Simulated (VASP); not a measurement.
# V: single point with PBE

The system is V.

```
V
1.0
    -1.49838    1.49838    1.49838
     1.49838   -1.49838    1.49838
     1.49838    1.49838   -1.49838
V
1
Cartesian
  0.0000 0.0000 0.0000
```

```json
{
 "Program": "VASP 6.6.1",
 "Task": "single point",
 "Functional": "PBE",
 "Potentials or basis": "VASP PAW PBE potentials, release 64 (V_sv)",
 "Cutoff": "520 eV",
 "k mesh": "20 × 20 × 20",
 "Occupations": "gaussian, width 0.05 eV",
 "Spin": "no spin polarisation",
 "Dipole correction": "no",
 "Further INCAR settings": "ALGO = Normal; EDIFF = 1e-07; NBANDS = 12"
}
```

```yaml
Pressure: 0.2 GPa
Band_gap_on_the_k_mesh: zero (an odd number of electrons rules out a gap without spin polarisation)
```

Levels at points of the mesh, in eV from the Fermi level:
```csv
k point,band 5,band 6,band 7,band 8,band 9,band 10
"(0.00, 0.00, 0.00)",-6.58,0.42,0.42,0.42,2.43,2.43
"(0.50, 0.00, 0.00)",-3.17,-1.12,1.65,2.43,2.79,4.12
"(0.50, 0.50, 0.50)",-2.99,-2.99,3.73,3.73,3.73,10.22
```

Run time: 51 s on 1 thread of Intel Xeon 8259CL (shared host), peak memory 0.16 GiB.
